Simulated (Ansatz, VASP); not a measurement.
## Ge3N: VASP beside Ansatz

```xyz
8
Lattice="5.4813 0.0000 0.0000 -2.7406 4.7469 0.0000 0.0000 0.0000 4.9967" Properties=species:S:1:pos:R:3 pbc="T T T"
Ge    1.7378    0.0000    1.2492
Ge    0.8689    1.5050    3.7475
Ge   -0.8689    1.5050    1.2492
Ge    3.7434    0.0000    3.7475
Ge    1.8717    3.2419    1.2492
Ge   -1.8717    3.2419    3.7475
N     0.0000    0.0000    0.0000
N     0.0000    0.0000    2.4983
```

Change from the starting cell: species swapped into the TiI3 type (P6_3/mcm, No. 193).

Alike in both runs: task single point; functional PBE; k mesh 6 × 6 × 4; occupations gaussian, width 0.1 eV; no spin polarisation.

|  | VASP | Ansatz |
| --- | --- | --- |
| version | VASP 6.6.1 | Ansatz 0.2.0 |
| potentials or method | VASP PAW PBE potentials, release 64 (Ge_d, N), cutoff 520 eV | scalar-relativistic, plane waves, PAW |
| valence electrons in the cell | 94 | 94 |

```tsv
	VASP	Ansatz	Ansatz less VASP
gap on the k mesh at the Fermi level (eV)	none	none	-
pressure (GPa)	7.4	7.3	-0.10
traceless stress, the component that is largest in VASP (GPa)	8.05	8.02	-0.030
rms of the force components (eV/Å)	0.284	0.272	-0.0111
```

Atom by atom the forces differ by 0.011 eV/Å (rms over components). A gap of «none» marks a metal or a gap that the smearing closes.
